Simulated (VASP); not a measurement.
# MgTl (Pm-3m) in VASP: further runs, part 2 of 2

VASP 6.6.1. Earlier steps stand in the parts before.

### Step 3. Electric field gradients, LDA (volume scaled by 0.96)

Contents of INCAR:

```
SYSTEM = MgTl
PREC = Accurate ; ENCUT = 520
EDIFF = 1E-8 ; ISMEAR = -1
SIGMA = 0.05 ; LREAL = .False.
LASPH = .True. ; NELM = 60
ALGO = Normal ; ISIF = 2
LWAVE = .False. ; LCHARG = .False.
GGA = CA ; LEFG = .True.
NBANDS = 14
```

Contents of KPOINTS:

```
regular mesh
0
Gamma
  9 9 9
  0 0 0
```

Contents of POSCAR:

```
MgTl
1.0
    3.5858723561      0.0000000000      0.0000000000
    0.0000000000      3.5858723561      0.0000000000
    0.0000000000      0.0000000000      3.5858723561
Mg Tl
1 1
Direct
    0.0000000000      0.0000000000      0.0000000000
    0.5000000000      0.5000000000      0.5000000000
```

Potentials or basis: VASP PAW LDA potentials, release 64 (Mg, Tl_d).

Launch:

```
> cat potpaw_LDA.64/Mg/POTCAR potpaw_LDA.64/Tl_d/POTCAR > POTCAR
> mpirun -np 1 vasp_std > vasp.out
```

OUTCAR:

```text
SYSTEM = MgTl
   PREC = Accurate
   ENCUT = 520
   EDIFF = 1E-8
   ISMEAR = -1
   LREAL = .False.
   LASPH = .True.
   NELM = 60
   ISIF = 2
   GGA = CA

 ion  position               nearest neighbor table
   1  0.000  0.000  0.000-   2 3.11   2 3.11   2 3.11   2 3.11   2 3.11   2 3.11   2 3.11   2 3.11

   2  0.500  0.500  0.500-   1 3.11   1 3.11   1 3.11   1 3.11   1 3.11   1 3.11   1 3.11   1 3.11

  LATTYP: Found a simple cubic cell.
 ALAT       =     3.5858723561

  Lattice vectors:

 A1 = (   3.5858723561,   0.0000000000,   0.0000000000)
 A2 = (   0.0000000000,   3.5858723561,   0.0000000000)
 A3 = (   0.0000000000,   0.0000000000,   3.5858723561)

Analysis of symmetry for initial positions (statically):
=====================================================================
 Subroutine PRICEL returns:
 Original cell was already a primitive cell.

 Routine SETGRP: Setting up the symmetry group for a
 simple cubic supercell.

 Subroutine GETGRP returns: Found 48 space group operations
[... 597 lines left out ...]
     3.585872356  0.000000000  0.000000000     0.278872169  0.000000000  0.000000000
     0.000000000  3.585872356  0.000000000     0.000000000  0.278872169  0.000000000
     0.000000000  0.000000000  3.585872356     0.000000000  0.000000000  0.278872169

 POSITION                                       TOTAL-FORCE (eV/Angst)
 -----------------------------------------------------------------------------------
      0.00000      0.00000      0.00000         0.000000      0.000000      0.000000
      1.79294      1.79294      1.79294         0.000000      0.000000      0.000000
 -----------------------------------------------------------------------------------
    total drift:                                0.000000      0.000000      0.000000

  FREE ENERGIE OF THE ION-ELECTRON SYSTEM (eV)
  ---------------------------------------------------
  free  energy   TOTEN  =        -5.0749380647 eV

  energy  without entropy=       -5.0660607587  energy(sigma->0) =       -5.07049941

 Electric field gradients (V/A^2)
---------------------------------------------------------------------
 ion       V_xx      V_yy      V_zz      V_xy      V_xz      V_yz
---------------------------------------------------------------------
   1      -0.000    -0.000     0.000    -0.000    -0.000    -0.000
   2      -0.000    -0.000     0.000    -0.000     0.000     0.000
---------------------------------------------------------------------

 Electric field gradients after diagonalization (V/A^2)
 (convention: |V_zz| > |V_xx| > |V_yy|)
----------------------------------------------------------------------
 ion       V_xx      V_yy      V_zz     asymmetry (V_yy - V_xx)/ V_zz
----------------------------------------------------------------------
   1      -0.000    -0.000     0.000       0.059
   2      -0.000    -0.000     0.000       0.014
----------------------------------------------------------------------

           NMR quadrupolar parameters

 Cq : quadrupolar parameter    Cq=e*Q*V_zz/h
 eta: asymmetry parameters     (V_yy - V_xx)/ V_zz
 Q  : nuclear electric quadrupole moment in mb (millibarn)
----------------------------------------------------------------------
 ion       Cq(MHz)       eta       Q (mb)
----------------------------------------------------------------------
   1       0.000       0.059       1.000
   2       0.000       0.014       1.000
----------------------------------------------------------------------
```

OSZICAR:

```text
N       E                     dE             d eps       ncg     rms          rms(c)
DAV:   1     0.548073106611E+02    0.54807E+02   -0.72947E+03  1052   0.905E+02
DAV:   2    -0.421752538877E+01   -0.59025E+02   -0.56962E+02  1166   0.199E+02
DAV:   3    -0.518567461955E+01   -0.96815E+00   -0.96560E+00  1244   0.219E+01
DAV:   4    -0.519054918793E+01   -0.48746E-02   -0.48743E-02  1202   0.175E+00
DAV:   5    -0.519061074069E+01   -0.61553E-04   -0.61552E-04  1280   0.189E-01    0.279E+00
DAV:   6    -0.510946946967E+01    0.81141E-01   -0.68015E-02  1130   0.222E+00    0.188E+00
DAV:   7    -0.507663109949E+01    0.32838E-01   -0.36344E-02  1172   0.154E+00    0.661E-01
DAV:   8    -0.507499854400E+01    0.16326E-02   -0.31601E-03  1256   0.391E-01    0.555E-02
DAV:   9    -0.507494222191E+01    0.56322E-04   -0.19268E-04  1124   0.835E-02    0.216E-02
DAV:  10    -0.507493814045E+01    0.40815E-05   -0.61011E-06  1256   0.157E-02    0.576E-03
DAV:  11    -0.507493809303E+01    0.47417E-07   -0.31462E-07  1186   0.389E-03    0.634E-04
DAV:  12    -0.507493806415E+01    0.28887E-07   -0.88471E-08  1232   0.234E-03    0.230E-04
DAV:  13    -0.507493806472E+01   -0.57594E-09   -0.15060E-09   718   0.269E-04
   1 F= -.50749381E+01 E0= -.50704994E+01  d E =-.887731E-02
```

stdout:

```text
POSCAR found type information on POSCAR MgTl
 POSCAR found :  2 types and       2 ions
 scaLAPACK will be used
 LDA part: xc-table for (Slater(with rela. corr.)+CA(PZ))
 , standard interpolation
 POSCAR, INCAR and KPOINTS ok, starting setup
 FFT: planning ... GRIDC
 FFT: planning ... GRID_SOFT
 FFT: planning ... GRID
 WAVECAR not read
 entering main loop
ion   1

ion   2
```

Run time: 25 s. Hardware: 1 thread of Intel Xeon Platinum 8259CL at 2.50GHz (Skylake/Cascade Lake), shared host; peak memory 0.15 GiB.

What came out:

| Property | Result |
| --- | --- |
| Free energy | -5.0749 eV |
| Pressure | -1.1 GPa |

Levels at points of the mesh, in eV from the Fermi level:
```tsv
k point	band 5	band 6	band 7	band 8	band 9	band 10
(0.00, 0.00, 0.00)	-11.53	-9.92	2.38	2.38	2.38	3.63
```

Caveat: without QUAD_EFG the Cq values of the log hold for a quadrupole moment of 1 mb, not for the nuclei; spin-orbit coupling is left out, which moves the levels of the heavy elements.

### Step 4. Electric field gradients, LDA (volume scaled by 0.99)

Contents of INCAR:

```
SYSTEM = MgTl
ALGO = Normal
EDIFF = 1E-8
ENCUT = 520
ISIF = 2
ISMEAR = -1
LASPH = .True.
LCHARG = .False.
LEFG = .True.
LREAL = .False.
LWAVE = .False.
NBANDS = 14
NELM = 100
PREC = Accurate
SIGMA = 0.05
```

Contents of KPOINTS:

```
k-points
0
Gamma
  9 9 9
  0 0 0
```

Contents of POSCAR:

```
MgTl
1.0
    3.6228427186      0.0000000000      0.0000000000
    0.0000000000      3.6228427186      0.0000000000
    0.0000000000      0.0000000000      3.6228427186
Mg Tl
1 1
Direct
    0.0000000000      0.0000000000      0.0000000000
    0.5000000000      0.5000000000      0.5000000000
```

Potentials or basis: VASP PAW LDA potentials, release 64 (Mg, Tl_d).

Launch:

```
> cat potpaw_LDA.64/Mg/POTCAR potpaw_LDA.64/Tl_d/POTCAR > POTCAR
> mpirun -np 1 vasp_std > vasp.out
```

OUTCAR:

```text
SYSTEM = MgTl
   EDIFF = 1E-8
   ENCUT = 520
   ISIF = 2
   ISMEAR = -1
   LASPH = .True.
   LREAL = .False.
   NELM = 100
   PREC = Accurate

 ion  position               nearest neighbor table
   1  0.000  0.000  0.000-   2 3.14   2 3.14   2 3.14   2 3.14   2 3.14   2 3.14   2 3.14   2 3.14

   2  0.500  0.500  0.500-   1 3.14   1 3.14   1 3.14   1 3.14   1 3.14   1 3.14   1 3.14   1 3.14

  LATTYP: Found a simple cubic cell.
 ALAT       =     3.6228427186

  Lattice vectors:

 A1 = (   3.6228427186,   0.0000000000,   0.0000000000)
 A2 = (   0.0000000000,   3.6228427186,   0.0000000000)
 A3 = (   0.0000000000,   0.0000000000,   3.6228427186)

Analysis of symmetry for initial positions (statically):
=====================================================================
 Subroutine PRICEL returns:
 Original cell was already a primitive cell.

 Routine SETGRP: Setting up the symmetry group for a
 simple cubic supercell.

 Subroutine GETGRP returns: Found 48 space group operations
 (whereof 48 operations were pure point group operations)
 out of a pool of 48 trial point group operations.

The static configuration has the point symmetry O_h .

Analysis of symmetry for dynamics (positions and initial velocities):
=====================================================================
 Subroutine PRICEL returns:
 Original cell was already a primitive cell.

 Routine SETGRP: Setting up the symmetry group for a
 simple cubic supercell.

 Subroutine GETGRP returns: Found 48 space group operations
 (whereof 48 operations were pure point group operations)
 out of a pool of 48 trial point group operations.

The dynamic configuration has the point symmetry O_h .

 Subroutine INISYM returns: Found 48 space group operations
 (whereof 48 operations are pure point group operations),
 and found     1 'primitive' translations

----------------------------------------------------------------------------------------

                                     Primitive cell

  volume of cell :      47.5498

  direct lattice vectors                    reciprocal lattice vectors
     3.622842719  0.000000000  0.000000000     0.276026336  0.000000000  0.000000000
     0.000000000  3.622842719  0.000000000     0.000000000  0.276026336  0.000000000
     0.000000000  0.000000000  3.622842719     0.000000000  0.000000000  0.276026336

  length of vectors
     3.622842719  3.622842719  3.622842719     0.276026336  0.276026336  0.276026336

  position of ions in fractional coordinates (direct lattice)
     0.000000000  0.000000000  0.000000000
     0.500000000  0.500000000  0.500000000

  ion indices of the primitive-cell ions
   primitive index   ion index
                 1           1
                 2           2

----------------------------------------------------------------------------------------

 KPOINTS: k-points

Automatic generation of k-mesh.
 Grid dimensions read from file:
 generate k-points for:    9    9    9

 Generating k-lattice:

  Cartesian coordinates                     Fractional coordinates (reciprocal lattice)
[... 74 lines left out ...]
   EFERMI =   0.00;   METHOD = LEGACY
   ISMEAR =    -1;   SIGMA  =   0.05  broadening in eV -4-tet -1-fermi 0-gaus
   EFERMI_NEDOS =   21; number of points for ismear=-14 and -15
   IALGO  =     38    algorithm
   IMIX   =      4    mixing-type and parameters
     AMIX     =   0.40;   BMIX     =  1.00
     AMIX_MAG =   1.60;   BMIX_MAG =  1.00
  volume/ion in A,a.u.               =      23.77       160.44
  Fermi-wavevector in a.u.,A,eV,Ry     =   1.114438  2.105982 16.898045  1.241971
  Thomas-Fermi vector in A             =   2.251033
   LORBIT       =      0    0 simple, 1 ext, 2 COOP (PROOUT), +10 PAW based schemes
   GGA     = CA    functional components
   LHFCALC =     F    Hartree Fock is set to
   AEXX    =    0.0000 exact exchange contribution
   IVDW    =     0    specifies the selected vdW correction
   LEPSILON=     F    determine dielectric tensor
   LRPA    =     F    only Hartree local field effects (RPA)
 non-spin polarized calculation
  energy-cutoff  :      520.00
  volume of cell :       47.55
 maximum number of plane-waves:      1309
 NGX is ok and might be reduce to    28
   NGX = 13   NGY = 13   NGZ = 13

 number of electron      14.9999994 magnetization

 Free energy of the ion-electron system (eV)
  ---------------------------------------------------
  ext. energy  EPLUGINS =         0.00000000
  ---------------------------------------------------
  free energy    TOTEN  =        -5.05965956 eV

  energy without entropy =       -5.05092447  energy(sigma->0) =       -5.05529202

 E-fermi :   5.5042     XC(G=0): -10.0219

 val. band max:        5.4393668562   @ k =   0.4444   0.3333   0.3333
 cond. band min:       5.5441476506   @ k =   0.3333   0.2222   0.1111
 fundamental gap:      0.1047807943
 Fermi energy:         5.5041779506

 k-point     1 :       0.0000    0.0000    0.0000
  band No.  band energies     occupation
      1      -6.3379      2.00000
      2      -6.3379      2.00000
      3      -5.9758      2.00000
      4      -5.9758      2.00000
      5      -5.9758      2.00000
      6      -4.2059      2.00000
      7       7.8625      0.00000
      8       7.8625      0.00000
      9       7.8625      0.00000
     10       8.8732      0.00000
     11      10.8292      0.00000
     12      10.8292      0.00000
     13      19.0315      0.00000
     14      19.0315      0.00000
[... 377 lines left out ...]
      1      -6.2788      2.00000
      2      -6.1530      2.00000
      3      -6.1163      2.00000
      4      -6.0817      2.00000
      5      -5.8652      2.00000
      6      -0.8675      2.00000
      7       2.3194      2.00000
      8       4.4205      2.00000
      9       6.9813      0.00000
     10       9.8044      0.00000
     11      11.5816      0.00000
     12      13.7442      0.00000
     13      14.3431      0.00000
     14      16.2800      0.00000

 [... further k-points ...]
[... 5 lines left out ...]
  --------------------------------------------------------------------------------------
  -------------------------------------------------------------------------------------
  Total       -0.6935115     -0.6935115     -0.6935115      0.0000000      0.0000000      0.0000000
  in kB      -23.3676910    -23.3676910    -23.3676910      0.0000000      0.0000000      0.0000000
  external PRESSURE =     -23.3676910 kB  Pullay stress =       0.0000000 kB

 VOLUME and BASIS-vectors are now :
 -----------------------------------------------------------------------------
  energy-cutoff  :      520.00
  volume of cell :       47.55
      direct lattice vectors                 reciprocal lattice vectors
     3.622842719  0.000000000  0.000000000     0.276026336  0.000000000  0.000000000
     0.000000000  3.622842719  0.000000000     0.000000000  0.276026336  0.000000000
     0.000000000  0.000000000  3.622842719     0.000000000  0.000000000  0.276026336

 POSITION                                       TOTAL-FORCE (eV/Angst)
 -----------------------------------------------------------------------------------
      0.00000      0.00000      0.00000         0.000000      0.000000      0.000000
      1.81142      1.81142      1.81142         0.000000      0.000000      0.000000
 -----------------------------------------------------------------------------------
    total drift:                                0.000000      0.000000      0.000000

  FREE ENERGIE OF THE ION-ELECTRON SYSTEM (eV)
  ---------------------------------------------------
  free  energy   TOTEN  =        -5.0596595639 eV

  energy  without entropy=       -5.0509244692  energy(sigma->0) =       -5.05529202

 Electric field gradients (V/A^2)
---------------------------------------------------------------------
 ion       V_xx      V_yy      V_zz      V_xy      V_xz      V_yz
---------------------------------------------------------------------
   1      -0.000    -0.000     0.000     0.000     0.000     0.000
   2       0.000     0.000     0.000    -0.000     0.000    -0.000
---------------------------------------------------------------------

 Electric field gradients after diagonalization (V/A^2)
 (convention: |V_zz| > |V_xx| > |V_yy|)
----------------------------------------------------------------------
 ion       V_xx      V_yy      V_zz     asymmetry (V_yy - V_xx)/ V_zz
----------------------------------------------------------------------
   1      -0.000    -0.000     0.000       0.129
   2       0.000     0.000     0.000      -0.004
----------------------------------------------------------------------

           NMR quadrupolar parameters

 Cq : quadrupolar parameter    Cq=e*Q*V_zz/h
 eta: asymmetry parameters     (V_yy - V_xx)/ V_zz
 Q  : nuclear electric quadrupole moment in mb (millibarn)
----------------------------------------------------------------------
 ion       Cq(MHz)       eta       Q (mb)
----------------------------------------------------------------------
   1       0.000       0.129       1.000
   2       0.000      -0.004       1.000
----------------------------------------------------------------------
```

OSZICAR:

```text
N       E                     dE             d eps       ncg     rms          rms(c)
DAV:   1     0.579726701358E+02    0.57973E+02   -0.73247E+03   996   0.908E+02
DAV:   2    -0.407403728607E+01   -0.62047E+02   -0.59683E+02  1124   0.200E+02
DAV:   3    -0.516682637378E+01   -0.10928E+01   -0.10909E+01  1268   0.229E+01
DAV:   4    -0.517247577836E+01   -0.56494E-02   -0.56491E-02  1172   0.188E+00
DAV:   5    -0.517255312488E+01   -0.77347E-04   -0.77346E-04  1292   0.207E-01    0.261E+00
DAV:   6    -0.509391556140E+01    0.78638E-01   -0.61745E-02  1136   0.208E+00    0.176E+00
DAV:   7    -0.506112416178E+01    0.32791E-01   -0.36220E-02  1160   0.151E+00    0.618E-01
DAV:   8    -0.505972708776E+01    0.13971E-02   -0.31140E-03  1286   0.383E-01    0.593E-02
DAV:   9    -0.505966311983E+01    0.63968E-04   -0.18094E-04  1106   0.823E-02    0.190E-02
DAV:  10    -0.505965964451E+01    0.34753E-05   -0.66868E-06  1280   0.164E-02    0.594E-03
DAV:  11    -0.505965959910E+01    0.45404E-07   -0.31859E-07  1184   0.387E-03    0.781E-04
DAV:  12    -0.505965956379E+01    0.35315E-07   -0.10439E-07  1202   0.248E-03    0.216E-04
DAV:  13    -0.505965956390E+01   -0.11391E-09   -0.20050E-09   730   0.303E-04
   1 F= -.50596596E+01 E0= -.50552920E+01  d E =-.873509E-02
```

Wall time 32 s (1 thread of Intel Xeon Platinum 8259CL at 2.50GHz (Skylake/Cascade Lake), shared host); peak memory 0.15 GiB.

Results:

```
Free energy : -5.0597 eV
Pressure    : -2.3 GPa
```

Caveat: without QUAD_EFG the Cq values of the log hold for a quadrupole moment of 1 mb, not for the nuclei; spin-orbit coupling is left out, which moves the levels of the heavy elements.
